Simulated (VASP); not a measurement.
Al2BAs3, 6 atoms in the cell. The structure is tetragonal, space group I-4m2 (No. 119). Conventional cell: a = 3.795 Å, b = 3.795 Å, c = 16.723 Å, α = 90.00°, β = 90.00°, γ = 90.00°. Al (site symmetry 2mm) has 4 As at 2.42 to 2.44 Å within 3.2 Å. B (site symmetry -4m2) has 4 As at 2.21 Å within 2.9 Å. As (site symmetry 2mm) has 2 B at 2.21 Å and 2 Al at 2.44 Å within 2.9 Å. As (site symmetry -4m2) has 4 Al at 2.42 Å within 3.2 Å. 

| Quantity | Value |
| --- | --- |
| Program | VASP 6.6.1 |
| Task | single point |
| Functional | PBE |
| Potentials or basis | VASP PAW PBE potentials, release 64 (Al, B, As) |
| Cutoff | 520 eV |
| k mesh | 6 × 6 × 6 |
| Occupations | gaussian, width 0.1 eV |
| Spin | no spin polarisation |
| Dipole correction | no |
| Further INCAR settings | ALGO = Normal; EDIFF = 1e-07; NBANDS = 21 |

Potentials or basis: VASP PAW PBE potentials, release 64 (Al, B, As).

Launch:

```console
$ cat potpaw_PBE.64/Al/POTCAR potpaw_PBE.64/B/POTCAR potpaw_PBE.64/As/POTCAR > POTCAR
$ mpirun -np 1 vasp_std > vasp.out
```

Hardware: 1 thread of Intel(R) Xeon(R) 6975P-C (Granite Rapids) (shared host).

Estimate the wall time of this run.

Wall time 4 min on 1 thread of Intel(R) Xeon(R) 6975P-C (Granite Rapids), on a shared host, peak memory 0.65 GiB. Counts: scf iterations 15, k points 30.
